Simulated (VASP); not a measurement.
# HfZrGe4 (F-43m) in VASP: single point with PBE

Aim: the single point of HfZrGe4 with PBE.

Program: VASP 6.6.1. These are calculated values, not measurements. Logs are shortened: lines on timing, memory, paths and dates and some standing lists are left out, and cuts for length are marked.

**1. The cell of the first run**

The structure is cubic, space group F-43m (No. 216). The conventional cell has a = 7.672 Å, b = 7.672 Å, c = 7.672 Å, α = 90.00°, β = 90.00°, γ = 90.00°. Zr (site symmetry -43m) has 12 Ge at 3.18 Å and 4 Hf at 3.32 Å within 4.2 Å. Within 4.2 Å of Hf (site symmetry -43m) lie 12 Ge at 3.18 Å and 4 Zr at 3.32 Å. Ge (site symmetry 3m) has 6 Ge at 2.71 to 2.72 Å and 3 Hf at 3.18 Å and 3 Zr at 3.18 Å within 3.6 Å.

**2. Single point, PBE**

File POSCAR:

```
HfZrGe4
1.0
    0.0000000000      3.8360215372      3.8360215372
    3.8360215372      0.0000000000      3.8360215372
    3.8360215372      3.8360215372      0.0000000000
Zr Hf Ge
1 1 4
Direct
    0.7500000000      0.7500000000      0.7500000000
    0.0000000000      0.0000000000      0.0000000000
    0.8755907717      0.3748030761      0.3748030761
    0.3748030761      0.8755907717      0.3748030761
    0.3748030761      0.3748030761      0.8755907717
    0.3748030761      0.3748030761      0.3748030761
```

File INCAR.step1:

```
SYSTEM = HfZrGe4
PREC = Accurate
ENCUT = 520
EDIFF = 1E-7
ISMEAR = 0
SIGMA = 0.1
LREAL = .FALSE.
LASPH = .TRUE.
NELM = 100
ALGO = Normal
ISIF = 2
LWAVE = .FALSE.
LCHARG = .TRUE.
LMAXMIX = 4
GGA = PE
NBANDS = 48
```

File KPOINTS.step1:

```
Automatic mesh
0
G
  8 8 8
  0 0 0
```

File INCAR.step2:

```
SYSTEM = HfZrGe4
PREC = Accurate
ENCUT = 520
EDIFF = 1E-7
ISMEAR = -5
SIGMA = 0.1
LREAL = .FALSE.
LASPH = .TRUE.
NELM = 100
ALGO = Normal
ISIF = 2
LWAVE = .FALSE.
LCHARG = .FALSE.
LMAXMIX = 4
GGA = PE
LORBIT = 10
NBANDS = 48
NEDOS = 1001
ICHARG = 11
```

File KPOINTS.step2:

```
Automatic mesh
0
G
  12 12 12
  0 0 0
```

Potentials or basis: VASP PAW PBE potentials, release 64 (Zr_sv, Hf_pv, Ge_d).

Run with:

```console
$ cat potpaw_PBE.64/Zr_sv/POTCAR potpaw_PBE.64/Hf_pv/POTCAR potpaw_PBE.64/Ge_d/POTCAR > POTCAR
$ cp INCAR.step1 INCAR
$ cp KPOINTS.step1 KPOINTS
$ mpirun -np 1 vasp_std > vasp.out
$ cp INCAR.step2 INCAR
$ cp KPOINTS.step2 KPOINTS
$ mpirun -np 1 vasp_std > vasp.out
```

OUTCAR:

```text
SYSTEM = HfZrGe4
   PREC = Accurate
   ENCUT = 520
   EDIFF = 1E-7
   ISMEAR = -5
   LREAL = .FALSE.
   LASPH = .TRUE.
   NELM = 100
   ISIF = 2
   GGA = PE
   LORBIT = 10
   ICHARG = 11

 ion  position               nearest neighbor table
   1  0.750  0.750  0.750-   4 3.18   5 3.18   6 3.18   3 3.18   5 3.18   6 3.18   3 3.18   4 3.18
                             6 3.18   3 3.18   4 3.18   5 3.18   2 3.32   2 3.32   2 3.32   2 3.32
   2  0.000  0.000  0.000-   3 3.18   4 3.18   5 3.18   3 3.18   4 3.18   6 3.18   3 3.18   5 3.18
                             6 3.18   4 3.18   5 3.18   6 3.18   1 3.32   1 3.32   1 3.32   1 3.32
   3  0.876  0.375  0.375-   4 2.71   5 2.71   6 2.71   4 2.72   5 2.72   6 2.72   2 3.18   2 3.18
                             2 3.18   1 3.18   1 3.18   1 3.18
   4  0.375  0.876  0.375-   3 2.71   5 2.71   6 2.71   3 2.72   5 2.72   6 2.72   2 3.18   2 3.18
                             2 3.18   1 3.18   1 3.18   1 3.18
   5  0.375  0.375  0.876-   3 2.71   4 2.71   6 2.71   4 2.72   3 2.72   6 2.72   2 3.18   2 3.18
                             2 3.18   1 3.18   1 3.18   1 3.18
   6  0.375  0.375  0.375-   3 2.71   4 2.71   5 2.71   3 2.72   4 2.72   5 2.72   2 3.18   2 3.18
                             2 3.18   1 3.18   1 3.18   1 3.18

  LATTYP: Found a face centered cubic cell.
 ALAT       =     7.6720430744

  Lattice vectors:

 A1 = (   0.0000000000,   3.8360215372,   3.8360215372)
 A2 = (   3.8360215372,   0.0000000000,   3.8360215372)
 A3 = (   3.8360215372,   3.8360215372,   0.0000000000)

Analysis of symmetry for initial positions (statically):
=====================================================================
 Subroutine PRICEL returns:
 Original cell was already a primitive cell.

 Routine SETGRP: Setting up the symmetry group for a
 face centered cubic supercell.

 Subroutine GETGRP returns: Found 24 space group operations
 (whereof 24 operations were pure point group operations)
 out of a pool of 48 trial point group operations.

The static configuration has the point symmetry T_d .

Analysis of symmetry for dynamics (positions and initial velocities):
=====================================================================
 Subroutine PRICEL returns:
 Original cell was already a primitive cell.

 Routine SETGRP: Setting up the symmetry group for a
 face centered cubic supercell.

 Subroutine GETGRP returns: Found 24 space group operations
 (whereof 24 operations were pure point group operations)
 out of a pool of 48 trial point group operations.

The dynamic configuration has the point symmetry T_d .

 Subroutine INISYM returns: Found 24 space group operations
 (whereof 24 operations are pure point group operations),
 and found     1 'primitive' translations

----------------------------------------------------------------------------------------

                                     Primitive cell

  volume of cell :     112.8946

  direct lattice vectors                    reciprocal lattice vectors
     0.000000000  3.836021537  3.836021537    -0.130343377  0.130343377  0.130343377
     3.836021537  0.000000000  3.836021537     0.130343377 -0.130343377  0.130343377
     3.836021537  3.836021537  0.000000000     0.130343377  0.130343377 -0.130343377

  length of vectors
     5.424953683  5.424953683  5.424953683     0.225761351  0.225761351  0.225761351

  position of ions in fractional coordinates (direct lattice)
     0.750000000  0.750000000  0.750000000
     0.000000000  0.000000000  0.000000000
     0.875590772  0.374803076  0.374803076
     0.374803076  0.875590772  0.374803076
     0.374803076  0.374803076  0.875590772
     0.374803076  0.374803076  0.374803076

  ion indices of the primitive-cell ions
   primitive index   ion index
                 1           1
                 2           2
                 3           3
                 4           4
                 5           5
                 6           6

----------------------------------------------------------------------------------------

 KPOINTS: Automatic mesh

Automatic generation of k-mesh.
 Grid dimensions read from file:
 generate k-points for:   12   12   12

 Generating k-lattice:

  Cartesian coordinates                     Fractional coordinates (reciprocal lattice)
    -0.010861948  0.010861948  0.010861948     0.083333333  0.000000000  0.000000000
     0.010861948 -0.010861948  0.010861948     0.000000000  0.083333333  0.000000000
     0.010861948  0.010861948 -0.010861948     0.000000000  0.000000000  0.083333333

  Length of vectors
     0.018813446  0.018813446  0.018813446

  Shift w.r.t. Gamma in fractional coordinates (k-lattice)
     0.000000000  0.000000000  0.000000000

 TETIRR: Found    247 inequivalent tetrahedra from    10368

 Subroutine IBZKPT returns following result:
 ===========================================

 Found     72 irreducible k-points:

 Following reciprocal coordinates:
            Coordinates               Weight
  0.000000  0.000000  0.000000      1.000000
  0.083333  0.000000  0.000000      8.000000
  0.166667  0.000000  0.000000      8.000000
  0.250000  0.000000  0.000000      8.000000
  0.333333  0.000000  0.000000      8.000000
  0.416667  0.000000  0.000000      8.000000
[... 16 lines left out ...]
  0.500000  0.166667  0.000000     24.000000
 -0.416667  0.166667  0.000000     24.000000
 [... further k-points ...]
   k-points           NKPTS =     72   k-points in BZ     NKDIM =     72   number of bands    NBANDS=     48
   number of dos      NEDOS =   1001   number of ions     NIONS =      6
   total plane-waves  NPLWV =  64000
   dimension x,y,z NGX =    40 NGY =   40 NGZ =   40
   dimension x,y,z NGXF=    80 NGYF=   80 NGZF=   80
   ions per type =               1   1   4
   NGX,Y,Z   is equivalent  to a cutoff of  12.26, 12.26, 12.26 a.u.
   NGXF,Y,Z  is equivalent  to a cutoff of  24.52, 24.52, 24.52 a.u.
 SYSTEM =  HfZrGe4
   PREC   = accura    normal or accurate (medium, high low for compatibility)
   ISTART =      0    job   : 0-new  1-cont  2-samecut
   ICHARG =     11    charge: 1-file 2-atom 10-const
   ISPIN  =      1    spin polarized calculation?
   LNONCOLLINEAR =      F non collinear calculations
   LSORBIT =      F    spin-orbit coupling
   LASPH  =      T    aspherical Exc in radial PAW
   ENCUT  =  520.0 eV  38.22 Ry    6.18 a.u.  10.09 10.09 10.09*2*pi/ulx,y,z
   NELM   =    100;   NELMIN=  2; NELMDL=  0     # of ELM steps
   EDIFF  = 0.1E-06   stopping-criterion for ELM
   LREAL  =      F    real-space projection
   EDIFFG = 0.1E-05   stopping-criterion for IOM
   NSW    =      0    number of steps for IOM
   IBRION =     -1    ionic relax: 0-MD 1-quasi-New 2-CG
   NFREE  =      0    steps in history (QN), initial steepest desc. (CG)
   ISIF   =      2    stress and relaxation
   ISYM   =      2    0-nonsym 1-usesym 2-fastsym
   POTIM  = 0.5000    time-step for ionic-motion
   TEBEG  =    0.0;   TEEND  =   0.0 temperature during run
   PSTRESS=    0.0 pullay stress
   NELECT =      78.0000    total number of electrons
   NUPDOWN=      -1.0000    fix difference up-down
   EMIN   =  10.00;   EMAX   =-10.00  energy-range for DOS
   EFERMI =   0.00;   METHOD = LEGACY
   ISMEAR =    -5;   SIGMA  =   0.10  broadening in eV -4-tet -1-fermi 0-gaus
   EFERMI_NEDOS =   21; number of points for ismear=-14 and -15
   IALGO  =     38    algorithm
   IMIX   =      4    mixing-type and parameters
     AMIX     =   0.40;   BMIX     =  1.00
     AMIX_MAG =   1.60;   BMIX_MAG =  1.00
  volume/ion in A,a.u.               =      18.82       126.98
  Fermi-wavevector in a.u.,A,eV,Ry     =   1.447267  2.734938 28.498516  2.094582
  Thomas-Fermi vector in A             =   2.565241
   LORBIT       =     10    0 simple, 1 ext, 2 COOP (PROOUT), +10 PAW based schemes
   GGA     = PE    functional components
   LHFCALC =     F    Hartree Fock is set to
   AEXX    =    0.0000 exact exchange contribution
   IVDW    =     0    specifies the selected vdW correction
   LEPSILON=     F    determine dielectric tensor
   LRPA    =     F    only Hartree local field effects (RPA)
 non-spin polarized calculation
 Fermi weights with tetrahedron method with Bloechl corrections
  energy-cutoff  :      520.00
  volume of cell :      112.89
 maximum number of plane-waves:      3071

 number of electron      77.9999966 magnetization

 Free energy of the ion-electron system (eV)
  ---------------------------------------------------
  ext. energy  EPLUGINS =         0.00000000
  ---------------------------------------------------
  free energy    TOTEN  =       -36.12938922 eV

  energy without entropy =      -36.12938922  energy(sigma->0) =      -36.12938922

 E-fermi :   8.0250     XC(G=0): -11.5956

 val. band max:        8.0995385469   @ k =   0.3333   0.3333   0.0000
 cond. band min:       7.8919980581   @ k =  -0.2500   0.5000   0.2500
 fundamental gap:     -0.2075404888
 Fermi energy:         8.0249725494

 k-point     1 :       0.0000    0.0000    0.0000
  band No.  band energies     occupation
      1     -41.3779      2.00000
      2     -23.4689      2.00000
      3     -23.4689      2.00000
      4     -23.4689      2.00000
      5     -19.4138      2.00000
      6     -19.4138      2.00000
[... 40 lines left out ...]
     47      12.0503      0.00000
     48      12.0504      0.00000

 k-point     2 :       0.0833    0.0000    0.0000
  band No.  band energies     occupation
      1     -41.3779      2.00000
      2     -23.4690      2.00000
      3     -23.4690      2.00000
      4     -23.4690      2.00000
      5     -19.4140      2.00000
      6     -19.4137      2.00000
[... 40 lines left out ...]
     47      12.1636      0.00000
     48      12.2093      0.00000

 k-point     3 :       0.1667    0.0000    0.0000
  band No.  band energies     occupation
      1     -41.3779      2.00000
      2     -23.4692      2.00000
      3     -23.4691      2.00000
      4     -23.4691      2.00000
      5     -19.4147      2.00000
      6     -19.4135      2.00000
[... 40 lines left out ...]
     47      12.1916      0.00000
     48      12.1996      0.00000

 k-point     4 :       0.2500    0.0000    0.0000
  band No.  band energies     occupation
      1     -41.3779      2.00000
      2     -23.4696      2.00000
      3     -23.4693      2.00000
      4     -23.4693      2.00000
      5     -19.4155      2.00000
      6     -19.4132      2.00000
[... 958 lines left out ...]
     47      11.5805      0.00000
     48      11.7769      0.00000

 k-point    23 :       0.5000    0.1667    0.0000
  band No.  band energies     occupation
      1     -41.3778      2.00000
      2     -23.4709      2.00000
      3     -23.4698      2.00000
      4     -23.4688      2.00000
      5     -19.4167      2.00000
      6     -19.4129      2.00000
[... 40 lines left out ...]
     47      11.2705      0.00000
     48      11.3519      0.00000

 k-point    24 :      -0.4167    0.1667    0.0000
  band No.  band energies     occupation
      1     -41.3778      2.00000
      2     -23.4710      2.00000
      3     -23.4697      2.00000
      4     -23.4688      2.00000
      5     -19.4167      2.00000
      6     -19.4129      2.00000
[... 40 lines left out ...]
     47      11.1424      0.00000
     48      11.4221      0.00000

 [... further k-points ...]

------------------------ aborting loop because EDIFF is reached ----------------------------------------

  FORCE on cell =-STRESS in cart. coord.  units (eV):
  Direction    XX          YY          ZZ          XY          YZ          ZX
  --------------------------------------------------------------------------------------
  -------------------------------------------------------------------------------------
  Total        0.0050723      0.0050723      0.0050723      0.0000000      0.0000000     -0.0000000
  in kB        0.0719844      0.0719844      0.0719844      0.0000000      0.0000000     -0.0000000
  external PRESSURE =       0.0719844 kB  Pullay stress =       0.0000000 kB

 VOLUME and BASIS-vectors are now :
 -----------------------------------------------------------------------------
  energy-cutoff  :      520.00
  volume of cell :      112.89
      direct lattice vectors                 reciprocal lattice vectors
     0.000000000  3.836021537  3.836021537    -0.130343377  0.130343377  0.130343377
     3.836021537  0.000000000  3.836021537     0.130343377 -0.130343377  0.130343377
     3.836021537  3.836021537  0.000000000     0.130343377  0.130343377 -0.130343377

 POSITION                                       TOTAL-FORCE (eV/Angst)
 -----------------------------------------------------------------------------------
      5.75403      5.75403      5.75403         0.000000      0.000000      0.000000
      0.00000      0.00000      0.00000         0.000000      0.000000      0.000000
      2.87551      4.79654      4.79654        -0.000368      0.000368      0.000368
      4.79654      2.87551      4.79654         0.000368     -0.000368      0.000368
      4.79654      4.79654      2.87551         0.000368      0.000368     -0.000368
      2.87551      2.87551      2.87551        -0.000368     -0.000368     -0.000368
 -----------------------------------------------------------------------------------
    total drift:                               -0.000000     -0.000000     -0.000000

  FREE ENERGIE OF THE ION-ELECTRON SYSTEM (eV)
  ---------------------------------------------------
  free  energy   TOTEN  =       -36.1293892165 eV

  energy  without entropy=      -36.1293892165  energy(sigma->0) =      -36.12938922

 total charge

# of ion       s       p       d       tot
------------------------------------------
    1        2.152   5.942   1.624   9.718
    2        0.329   6.238   1.473   8.041
    3        1.198   1.087  10.060  12.346
    4        1.198   1.087  10.060  12.346
    5        1.198   1.087  10.060  12.346
    6        1.198   1.087  10.060  12.346
--------------------------------------------------
tot          7.274  16.530  43.340  67.144
```

Run time: 16 min. Hardware: 1 thread of Intel Xeon 8259CL, shared host; peak memory 0.47 GiB.

What came out:

| Quantity | Value |
| --- | --- |
| Valence electrons inside the program's atomic spheres | Zr 9.72; Hf 8.04; Ge 12.35 |

Levels at points of the mesh, in eV from the Fermi level:
```csv
k point,band 35,band 36,band 37,band 38,band 39,band 40,band 41,band 42,band 43,band 44
"(0.00, 0.00, 0.00)",-4.68,-3.95,-3.95,-1.20,0.51,0.51,0.51,2.42,2.42,3.47
"(0.50, 0.00, 0.00)",-1.81,-1.81,-1.59,-0.53,-0.53,0.27,0.60,1.14,1.14,1.63
"(0.50, 0.50, 0.00)",-1.55,-0.83,-0.82,-0.74,-0.74,-0.59,-0.59,0.75,0.75,2.21
```

Caveat: spin-orbit coupling is left out, which moves the levels of the heavy elements; tetrahedron occupations give inexact forces and stress in metals.
